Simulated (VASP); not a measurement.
# FeCo (Pm-3m) in VASP: single point with PBE

Aim: the single point of FeCo with PBE.

All numbers are computed with VASP 6.6.1; they aren't measurements. Logs are shortened: lines on timing, memory, paths and dates and some standing lists are left out, and cuts for length are marked.

## Step 1: The cell of the first run

Symmetry: Pm-3m, No. 221, cubic system. Conventional cell: a = 2.845 Å, b = 2.845 Å, c = 2.845 Å, α = 90.00°, β = 90.00°, γ = 90.00°. Within 3.3 Å of Fe (site symmetry m-3m) lie 8 Co at 2.46 Å and 6 Fe at 2.84 Å. Within 3.3 Å of Co (site symmetry m-3m) lie 8 Fe at 2.46 Å and 6 Co at 2.84 Å.

## Step 2: Single point, PBE, collinear spin, ferromagnetic start

INCAR

```
SYSTEM = FeCo
PREC     = Accurate       ! precision mode
ENCUT    = 600            ! plane-wave cutoff, eV
EDIFF    = 1E-6           ! SCF threshold, eV
ISMEAR   = 0              ! smearing method
SIGMA    = 0.1            ! smearing width, eV
LREAL    = .False.        ! projectors in reciprocal space
LASPH    = .True.         ! aspherical terms in the spheres
NELM     = 200            ! most SCF steps
ALGO     = Normal         ! electronic algorithm
ISIF     = 2              ! what is computed and relaxed
LWAVE    = .False.        ! write WAVECAR
LCHARG   = .True.         ! write CHGCAR
ISPIN    = 2              ! spin polarisation
MAGMOM   = 3.16 2.07      ! initial moments
LORBIT   = 11             ! projections on sites
LMAXMIX  = 4              ! l up to which the mixer works
GGA      = PE             ! functional
LELF     = .True.         ! ELF
LVHAR    = .True.       
NBANDS   = 20             ! bands
GGA_COMPAT= .False.
```

KPOINTS

```
regular mesh
0
Gamma
  14 14 14
  0 0 0
```

POSCAR

```
FeCo
1.0
    2.8449098677      0.0000000000      0.0000000000
    0.0000000000      2.8449098677      0.0000000000
    0.0000000000      0.0000000000      2.8449098677
Fe Co
1 1
Direct
    0.0000000000      0.0000000000      0.0000000000
    0.5000000000      0.5000000000      0.5000000000
```

Potentials or basis: VASP PAW PBE potentials, release 64 (Fe, Co).

Started as:

```bash
$ cat potpaw_PBE.64/Fe/POTCAR potpaw_PBE.64/Co/POTCAR > POTCAR
$ mpirun -np 1 vasp_std > vasp.out
```

OUTCAR:

```text
SYSTEM = FeCo
   PREC = Accurate
   ENCUT = 600
   EDIFF = 1E-6
   ISMEAR = 0
   LREAL = .False.
   LASPH = .True.
   NELM = 200
   ISIF = 2
   ISPIN = 2
   LORBIT = 11
   GGA = PE

 ion  position               nearest neighbor table
   1  0.000  0.000  0.000-   2 2.46   2 2.46   2 2.46   2 2.46   2 2.46   2 2.46   2 2.46   2 2.46

   2  0.500  0.500  0.500-   1 2.46   1 2.46   1 2.46   1 2.46   1 2.46   1 2.46   1 2.46   1 2.46

  LATTYP: Found a simple cubic cell.
 ALAT       =     2.8449098677

  Lattice vectors:

 A1 = (   2.8449098677,   0.0000000000,   0.0000000000)
 A2 = (   0.0000000000,   2.8449098677,   0.0000000000)
 A3 = (   0.0000000000,   0.0000000000,   2.8449098677)

Analysis of symmetry for initial positions (statically):
=====================================================================
 Subroutine PRICEL returns:
 Original cell was already a primitive cell.

 Routine SETGRP: Setting up the symmetry group for a
 simple cubic supercell.

 Subroutine GETGRP returns: Found 48 space group operations
 (whereof 48 operations were pure point group operations)
 out of a pool of 48 trial point group operations.

The static configuration has the point symmetry O_h .

Analysis of symmetry for dynamics (positions and initial velocities):
=====================================================================
 Subroutine PRICEL returns:
 Original cell was already a primitive cell.

 Routine SETGRP: Setting up the symmetry group for a
 simple cubic supercell.

 Subroutine GETGRP returns: Found 48 space group operations
 (whereof 48 operations were pure point group operations)
 out of a pool of 48 trial point group operations.

The dynamic configuration has the point symmetry O_h .

Analysis of structural, dynamic, and magnetic symmetry:
=====================================================================
 Subroutine PRICEL returns:
 Original cell was already a primitive cell.

 Routine SETGRP: Setting up the symmetry group for a
 simple cubic supercell.

 Subroutine GETGRP returns: Found 48 space group operations
 (whereof 48 operations were pure point group operations)
 out of a pool of 48 trial point group operations.

The overall configuration has the point symmetry O_h .

 Subroutine INISYM returns: Found 48 space group operations
 (whereof 48 operations are pure point group operations),
 and found     1 'primitive' translations

[... 115 lines left out ...]
  volume/ion in A,a.u.               =      11.51        77.69
  Fermi-wavevector in a.u.,A,eV,Ry     =   1.479640  2.796113 29.787690  2.189333
  Thomas-Fermi vector in A             =   2.593772
   LORBIT       =     11    0 simple, 1 ext, 2 COOP (PROOUT), +10 PAW based schemes
   GGA     = PE    functional components
   LHFCALC =     F    Hartree Fock is set to
   AEXX    =    0.0000 exact exchange contribution
   IVDW    =     0    specifies the selected vdW correction
   LEPSILON=     F    determine dielectric tensor
   LRPA    =     F    only Hartree local field effects (RPA)
 spin polarized calculation
 Gauss-broadening in eV      SIGMA  =   0.10
  energy-cutoff  :      600.00
  volume of cell :       23.03
 maximum number of plane-waves:       804
 NGX is ok and might be reduce to    24
   NGX = 11   NGY = 11   NGZ = 11

 number of electron      16.9999999 magnetization       4.5287135

 Free energy of the ion-electron system (eV)
  ---------------------------------------------------
  ext. energy  EPLUGINS =         0.00000000
  ---------------------------------------------------
  free energy    TOTEN  =       -15.40738209 eV

  energy without entropy =      -15.40042716  energy(sigma->0) =      -15.40390463

 E-fermi :   8.1018     XC(G=0): -13.0465

 val. band max:        8.0920701189   @ k =   0.2857   0.2857   0.0000
 cond. band min:       8.1119938728   @ k =   0.4286   0.1429   0.0714
 fundamental gap:      0.0199237539
 Fermi energy:         8.1017842151

 spin component 1

 k-point     1 :       0.0000    0.0000    0.0000
  band No.  band energies     occupation
      1      -0.9298      1.00000
      2       2.6869      1.00000
      3       2.6869      1.00000
      4       4.9796      1.00000
      5       4.9796      1.00000
      6       4.9796      1.00000
[... 541 lines left out ...]
     19      30.8086      0.00000
     20      33.2292      0.00000

 [... further k-points ...]

 spin component 2

 k-point     1 :       0.0000    0.0000    0.0000
  band No.  band energies     occupation
      1      -0.7761      1.00000
      2       4.5826      1.00000
      3       4.5827      1.00000
      4       6.9091      1.00000
      5       6.9091      1.00000
      6       6.9091      1.00000
[... 541 lines left out ...]
     19      31.1651      0.00000
     20      33.6726      0.00000

 [... further k-points ...]

------------------------ aborting loop because EDIFF is reached ----------------------------------------

  FORCE on cell =-STRESS in cart. coord.  units (eV):
  Direction    XX          YY          ZZ          XY          YZ          ZX
  --------------------------------------------------------------------------------------
  -------------------------------------------------------------------------------------
  Total       -0.0623592     -0.0623592     -0.0623592      0.0000000      0.0000000     -0.0000000
  in kB       -4.3391616     -4.3391616     -4.3391616      0.0000000      0.0000000     -0.0000000
  external PRESSURE =      -4.3391616 kB  Pullay stress =       0.0000000 kB

 VOLUME and BASIS-vectors are now :
 -----------------------------------------------------------------------------
  energy-cutoff  :      600.00
  volume of cell :       23.03
      direct lattice vectors                 reciprocal lattice vectors
     2.844909868  0.000000000  0.000000000     0.351504985  0.000000000  0.000000000
     0.000000000  2.844909868  0.000000000     0.000000000  0.351504985  0.000000000
     0.000000000  0.000000000  2.844909868     0.000000000  0.000000000  0.351504985

 POSITION                                       TOTAL-FORCE (eV/Angst)
 -----------------------------------------------------------------------------------
      0.00000      0.00000      0.00000         0.000000      0.000000      0.000000
      1.42245      1.42245      1.42245         0.000000      0.000000      0.000000
 -----------------------------------------------------------------------------------
    total drift:                                0.000000      0.000000     -0.000000

  FREE ENERGIE OF THE ION-ELECTRON SYSTEM (eV)
  ---------------------------------------------------
  free  energy   TOTEN  =       -15.4073820875 eV

  energy  without entropy=      -15.4004271627  energy(sigma->0) =      -15.40390463

 total charge

# of ion       s       p       d       tot
------------------------------------------
    1        0.472   0.528   6.150   7.150
    2        0.483   0.511   7.241   8.234
--------------------------------------------------
tot          0.955   1.038  13.391  15.385

 magnetization (x)

# of ion       s       p       d       tot
------------------------------------------
    1        0.001  -0.043   2.825   2.783
    2       -0.011  -0.052   1.828   1.764
--------------------------------------------------
tot         -0.010  -0.095   4.653   4.548
```

OSZICAR:

```text
N       E                     dE             d eps       ncg     rms          rms(c)
DAV:   1     0.889846583991E+02    0.88985E+02   -0.85080E+03 10272   0.123E+03
DAV:   2    -0.123474307207E+02   -0.10133E+03   -0.90408E+02  9684   0.219E+02
DAV:   3    -0.171364974732E+02   -0.47891E+01   -0.46069E+01 10728   0.582E+01
DAV:   4    -0.171965323350E+02   -0.60035E-01   -0.59995E-01 11272   0.580E+00
DAV:   5    -0.171982657417E+02   -0.17334E-02   -0.17333E-02 11236   0.972E-01    0.153E+01
DAV:   6    -0.156309462120E+02    0.15673E+01   -0.70982E+00 10636   0.528E+01    0.836E+00
DAV:   7    -0.154854918680E+02    0.14545E+00   -0.10108E+00 11208   0.190E+01    0.636E+00
DAV:   8    -0.155115383767E+02   -0.26047E-01   -0.92400E-01 11872   0.184E+01    0.537E+00
DAV:   9    -0.154215838016E+02    0.89955E-01   -0.42026E-01 12396   0.112E+01    0.199E+00
DAV:  10    -0.154073001222E+02    0.14284E-01   -0.17469E-02 14920   0.260E+00    0.377E-01
DAV:  11    -0.154073682795E+02   -0.68157E-04   -0.12538E-03 13008   0.382E-01    0.153E-01
DAV:  12    -0.154073833546E+02   -0.15075E-04   -0.84719E-05 15052   0.174E-01    0.564E-02
DAV:  13    -0.154073830240E+02    0.33056E-06   -0.57816E-05 15604   0.124E-01    0.258E-02
DAV:  14    -0.154073820875E+02    0.93656E-06   -0.61022E-06  9708   0.345E-02
   1 F= -.15407382E+02 E0= -.15403905E+02  d E =-.695492E-02  mag=     4.5297
```

stdout:

```text
POSCAR found type information on POSCAR FeCo
 POSCAR found :  2 types and       2 ions
 scaLAPACK will be used
 LDA part: xc-table for (Slater+PW92), standard interpolation
 POSCAR, INCAR and KPOINTS ok, starting setup
 FFT: planning ... GRIDC
 FFT: planning ... GRID_SOFT
 FFT: planning ... GRID
 WAVECAR not read
 entering main loop
```

It took 3.2 min on 1 thread of Oxide Virtual Turin-like, shared host; peak memory 0.2 GiB.

What came out:

```yaml
Free_energy: -15.4074 eV
Pressure: -0.4 GPa
Net_moment: 4.53 μB per cell
Site_moments: Fe +2.78; Co +1.76 μB
Valence_electrons_inside_the_program's_atomic_spheres: Fe 7.15; Co 8.23
```

Levels at points of the mesh, in eV from the Fermi level:
Spin up:
```csv
k point,band 9,band 10,band 11,band 12,band 13,band 14
"(0.00, 0.00, 0.00)",-0.93,-0.93,-0.93,9.08,9.08,9.08
"(0.50, 0.00, 0.00)",-2.11,-1.98,-0.92,-0.64,15.93,15.93
"(0.50, 0.50, 0.00)",-0.69,-0.69,-0.16,-0.16,6.05,6.24
"(0.50, 0.50, 0.50)",-1.75,-1.75,7.60,7.60,7.60,7.68
```
Spin down:
```
           k point  band 2  band 3  band 4  band 5  band 6  band 7  band 8  band 9  band 10  band 11
(0.00, 0.00, 0.00)   -3.52   -3.52   -1.19   -1.19   -1.19    0.78    0.78    1.48     1.48     1.48
(0.50, 0.00, 0.00)   -4.61   -1.67   -1.17   -1.16   -1.16   -0.41   -0.32   -0.32     0.64     1.18
(0.50, 0.50, 0.00)   -4.16   -2.32   -2.32   -0.07   -0.07    0.49    0.57    0.77     1.44     1.70
(0.50, 0.50, 0.50)   -2.64   -2.64   -2.25   -2.25   -2.25    0.61    0.61    1.49     1.49     8.37
```
